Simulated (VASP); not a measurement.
A run of VASP 6.6.1 is set up as follows.

The input POSCAR:

```
B
1.0
    0.0000000000      1.5425117484      1.5425117484
    1.5425117484      0.0000000000      1.5425117484
    1.5425117484      1.5425117484      0.0000000000
B
1
Direct
    0.0000000000      0.0000000000      0.0000000000
```

The input INCAR.step1:

```
SYSTEM = B
  PREC = Accurate
  ENCUT = 550
  ISMEAR = 0
  SIGMA = 0.1
  LREAL = .False.
  LASPH = .True.
  NELM = 120
  NBANDS = 8
  GGA = PE
  ALGO = Normal
  EDIFF = 1E-5
  LWAVE = .True.
  LCHARG = .False.
  GGA_COMPAT = .False.
```

File INCAR.step2:

```
SYSTEM = B
  PREC = Accurate
  ENCUT = 550
  EDIFF = 1E-6
  ISMEAR = 0
  SIGMA = 0.1
  LREAL = .False.
  LASPH = .True.
  NELM = 120
  ALGO = Normal
  ISIF = 2
  LWAVE = .False.
  LCHARG = .True.
  METAGGA = R2SCAN
  LMIXTAU = .True.
  LELF = .True.
  LVHAR = .True.
  NBANDS = 8
  ISTART = 1
  GGA_COMPAT = .False.
```

KPOINTS

```
regular mesh
0
Gamma
  10 10 10
  0 0 0
```

Potentials or basis: VASP PAW PBE potentials, release 64 (B).

The run is started by

```bash
$ cat potpaw_PBE.64/B/POTCAR > POTCAR
$ cp INCAR.step1 INCAR
$ mpirun -np 1 vasp_std > vasp.out
$ cp INCAR.step2 INCAR
$ mpirun -np 1 vasp_std > vasp.out
```

(1) What does it give for the band gap on the k mesh?

(2) Estimate the pressure.

## Answers

(1) zero (an odd number of electrons rules out a gap without spin polarisation).

(2) -43.1 GPa.

Caveat: the cell stands under tension; the PAW data sets were made with another functional, which shifts forces and pressure a little.
